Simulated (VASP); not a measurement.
# Al (Cmce) in VASP: relaxation of cell and atoms with PBE

Aim: the relaxation of cell and atoms of Al with PBE.

Everything below comes from runs of VASP 6.6.1. Logs are shortened: lines on timing, memory, paths and dates and some standing lists are left out, and cuts for length are marked.

### 1 The cell of the first run

It takes space group Cmce (No. 64, orthorhombic). Conventional cell: a = 4.464 Å, b = 8.075 Å, c = 4.538 Å, α = 90.00°, β = 90.00°, γ = 90.00°. Al (site symmetry m) has 7 Al at 2.59 to 2.78 Å within 3.4 Å.

### 2 Relaxation of cell and atoms, PBE

Input file INCAR:

```
  PREC = Accurate
  ENCUT = 500
  EDIFF = 1E-7
  ISMEAR = 0
  SIGMA = 0.1
  LREAL = F
  LASPH = T
  NELM = 120
  ALGO = Normal
  ISIF = 3
  LWAVE = F
  LCHARG = F
  GGA = PE
  IBRION = 2
  NSW = 100
  EDIFFG = -0.01
  GGA_COMPAT = F
  NELMIN = 4
```

Input file KPOINTS:

```
Automatic mesh
0
Gamma
  12 12 10
```

Input file POSCAR:

```
Al
1.0
    2.2321440031     -4.0376662989      0.0000000000
    2.2321440031      4.0376662989      0.0000000000
    0.0000000000      0.0000000000      4.5375825654
Al
4
Direct
    0.1559982903      0.8440017097      0.0674522926
    0.6559982903      0.3440017097      0.4325477074
    0.8440017097      0.1559982903      0.9325477074
    0.3440017097      0.6559982903      0.5674522926
```

Potentials or basis: VASP PAW PBE potentials, release 64 (Al).

Run with:

```console
> cat potpaw_PBE.64/Al/POTCAR > POTCAR
> mpirun -np 1 vasp_std > vasp.out
```

OUTCAR:

```text
PREC = Accurate
   ENCUT = 500
   EDIFF = 1E-7
   ISMEAR = 0
   LREAL = F
   LASPH = T
   NELM = 120
   ISIF = 3
   GGA = PE
   IBRION = 2
   NSW = 100
   EDIFFG = -0.01
   NELMIN = 4

 ion  position               nearest neighbor table
   1  0.156  0.844  0.067-   3 2.59   4 2.73   4 2.73   3 2.77   3 2.77   2 2.78   2 2.78
   2  0.656  0.344  0.433-   4 2.59   3 2.73   3 2.73   4 2.77   4 2.77   1 2.78   1 2.78
   3  0.844  0.156  0.933-   1 2.59   2 2.73   2 2.73   1 2.77   1 2.77   4 2.78   4 2.78
   4  0.344  0.656  0.567-   2 2.59   1 2.73   1 2.73   2 2.77   2 2.77   3 2.78   3 2.78

  LATTYP: Found a base centered orthorhombic cell.
 ALAT       =     4.4642880062
 B/A-ratio  =     1.8088735733
 C/A-ratio  =     1.0164179728

  Lattice vectors:

 A1 = (   2.2321440031,  -4.0376662989,   0.0000000000)
 A2 = (   2.2321440031,   4.0376662989,   0.0000000000)
 A3 = (   0.0000000000,   0.0000000000,   4.5375825654)

Analysis of symmetry for initial positions (statically):
=====================================================================
 Subroutine PRICEL returns:
 Original cell was already a primitive cell.

 Routine SETGRP: Setting up the symmetry group for a
 base centered orthorhombic supercell.

 Subroutine GETGRP returns: Found  8 space group operations
 (whereof  4 operations were pure point group operations)
 out of a pool of  8 trial point group operations.

The static configuration has the point symmetry C_2h.
 The point group associated with its full space group is D_2h.

Analysis of symmetry for dynamics (positions and initial velocities):
=====================================================================
 Subroutine PRICEL returns:
 Original cell was already a primitive cell.

 Routine SETGRP: Setting up the symmetry group for a
 base centered orthorhombic supercell.

 Subroutine GETGRP returns: Found  8 space group operations
 (whereof  4 operations were pure point group operations)
 out of a pool of  8 trial point group operations.

The dynamic configuration has the point symmetry C_2h.
 The point group associated with its full space group is D_2h.

 Subroutine INISYM returns: Found  8 space group operations
 (whereof  4 operations are pure point group operations),
 and found     1 'primitive' translations

----------------------------------------------------------------------------------------

                                     Primitive cell

[... 111 lines left out ...]
   IALGO  =     38    algorithm
   IMIX   =      4    mixing-type and parameters
     AMIX     =   0.40;   BMIX     =  1.00
     AMIX_MAG =   1.60;   BMIX_MAG =  1.00
  volume/ion in A,a.u.               =      20.45       137.99
  Fermi-wavevector in a.u.,A,eV,Ry     =   0.863441  1.631668 10.143565  0.745531
  Thomas-Fermi vector in A             =   1.981392
   LORBIT       =      0    0 simple, 1 ext, 2 COOP (PROOUT), +10 PAW based schemes
   GGA     = PE    functional components
   LHFCALC =     F    Hartree Fock is set to
   AEXX    =    0.0000 exact exchange contribution
   IVDW    =     0    specifies the selected vdW correction
   LEPSILON=     F    determine dielectric tensor
   LRPA    =     F    only Hartree local field effects (RPA)
 conjugate gradient relaxation of ions
 non-spin polarized calculation
 Gauss-broadening in eV      SIGMA  =   0.10
  energy-cutoff  :      500.00
  volume of cell :       81.79
 maximum number of plane-waves:      2112
 NGX is ok and might be reduce to    36
   NGX = 17   NGY = 17   NGZ = 17

--------------------------------------- Ionic step        1  -------------------------------------------

 number of electron      12.0000000 magnetization

 Free energy of the ion-electron system (eV)
  ---------------------------------------------------
  ext. energy  EPLUGINS =         0.00000000
  ---------------------------------------------------
  free energy    TOTEN  =       -14.25710963 eV

  energy without entropy =      -14.25391484  energy(sigma->0) =      -14.25551224

------------------------ aborting loop because EDIFF is reached ----------------------------------------

  FORCE on cell =-STRESS in cart. coord.  units (eV):
  Direction    XX          YY          ZZ          XY          YZ          ZX
  --------------------------------------------------------------------------------------
  -------------------------------------------------------------------------------------
  Total       -0.2307913     -0.0803760      0.4897997      0.0000000      0.0000000      0.0000000
  in kB       -4.5208779     -1.5744528      9.5944917      0.0000000      0.0000000      0.0000000
  external PRESSURE =       1.1663870 kB  Pullay stress =       0.0000000 kB
[... 101 lines left out ...]
--------------------------------------- Ionic step        4  -------------------------------------------

 number of electron      12.0000000 magnetization

 Free energy of the ion-electron system (eV)
  ---------------------------------------------------
  ext. energy  EPLUGINS =         0.00000000
  ---------------------------------------------------
  free energy    TOTEN  =       -14.26005217 eV

  energy without entropy =      -14.25693000  energy(sigma->0) =      -14.25849109

 E-fermi :   5.6551     XC(G=0):  -9.2612

 val. band max:        5.6466390477   @ k =  -0.2500   0.2500   0.2000
 cond. band min:       5.6588331537   @ k =  -0.1667   0.1667   0.2000
 fundamental gap:      0.0121941060
 Fermi energy:         5.6550932330

 k-point     1 :       0.0000    0.0000    0.0000
  band No.  band energies     occupation
      1      -4.1410      2.00000
      2       2.3917      2.00000
      3       2.6002      2.00000
      4       3.8772      2.00000
      5       4.3443      2.00000
      6       5.0979      2.00000
      7       5.7165      0.38546
      8       6.2767      0.00000
      9       6.3765      0.00000
     10      10.1521      0.00000
[... 287 lines left out ...]
 k-point    24 :      -0.4167    0.1667    0.0000
  band No.  band energies     occupation
      1      -3.0281      2.00000
      2       0.2771      2.00000
      3       1.0825      2.00000
      4       3.6386      2.00000
      5       3.7640      2.00000
      6       5.2686      2.00000
      7       7.1382      0.00000
      8       7.3329      0.00000
      9       7.4693      0.00000
     10       8.0319      0.00000

 [... further k-points ...]

------------------------ aborting loop because EDIFF is reached ----------------------------------------

  FORCE on cell =-STRESS in cart. coord.  units (eV):
  Direction    XX          YY          ZZ          XY          YZ          ZX
  --------------------------------------------------------------------------------------
  -------------------------------------------------------------------------------------
  Total        0.0027451      0.0011762     -0.0052448      0.0000000      0.0000000      0.0000000
  in kB        0.0536659      0.0229956     -0.1025345      0.0000000      0.0000000      0.0000000
  external PRESSURE =      -0.0086244 kB  Pullay stress =       0.0000000 kB
[... 19 lines left out ...]
  FREE ENERGIE OF THE ION-ELECTRON SYSTEM (eV)
  ---------------------------------------------------
  free  energy   TOTEN  =       -14.2600521717 eV

  energy  without entropy=      -14.2569299999  energy(sigma->0) =      -14.25849109

 reached required accuracy - stopping structural energy minimisation
```

CONTCAR:

```text
Al
   1.00000000000000
     2.2197072873810826   -4.0341442887063304    0.0000000000000000
     2.2197072873810826    4.0341442887063304   -0.0000000000000000
     0.0000000000000000    0.0000000000000000    4.5760267531314671
  Al
     4
Direct
     0.1557131976288536    0.8442868023711464    0.0676205948490572
     0.6557131976288536    0.3442868023711463    0.4323794051509428
     0.8442868023711464    0.1557131976288536    0.9323794051509428
     0.3442868023711463    0.6557131976288536    0.5676205948490572

  0.00000000E+00  0.00000000E+00  0.00000000E+00
  0.00000000E+00  0.00000000E+00  0.00000000E+00
  0.00000000E+00  0.00000000E+00  0.00000000E+00
  0.00000000E+00  0.00000000E+00  0.00000000E+00
```

Run time: 7.8 min. Hardware: 1 thread of AMD EPYC 7R13, shared host; peak memory 0.29 GiB.

Results:

```
Free energy                           : -14.2601 eV
Relaxed volume                        : 20.49 Å³/atom
Relaxed cell                          : a = 4.605 Å, b = 4.605 Å, c = 4.576 Å, α = 90.00°, β = 90.00°, γ = 122.36°
Space group after relaxing (to 0.1 Å) : Cmce (No. 64)
Energy gained by relaxing             : 0.7 meV/atom
Ionic steps                           : 4
Pressure after relaxing               : 0.0 GPa
Largest force after relaxing          : 0.009 eV/Å
Band gap on the k mesh                : zero (bands 6 and 7 overlap by 0.87 eV)
```

Forces in eV/Å, atoms in the order of the input:
```
Al   0.000  0.004  0.009
Al   0.000  0.004 -0.009
Al   0.000 -0.004 -0.009
Al   0.000 -0.004  0.009
```

The path:
```tsv
step	energy change (eV)	largest force (eV/Å)	pressure (GPa)	volume (Å³)
1	0.0000	0.0446	0.12	81.79
2	-0.0026	0.0111	-0.01	81.97
3	-0.0028	0.0232	-0.06	82.04
4	-0.0029	0.0095	0.00	81.95
```

Final structure:
```
CELL_PARAMETERS angstrom
2.21971 -4.03414 0.00000
2.21971 4.03414 0.00000
0.00000 0.00000 4.57603
ATOMIC_POSITIONS crystal
Al 0.15571 0.84429 0.06762
Al 0.65571 0.34429 0.43238
Al 0.84429 0.15571 0.93238
Al 0.34429 0.65571 0.56762
```
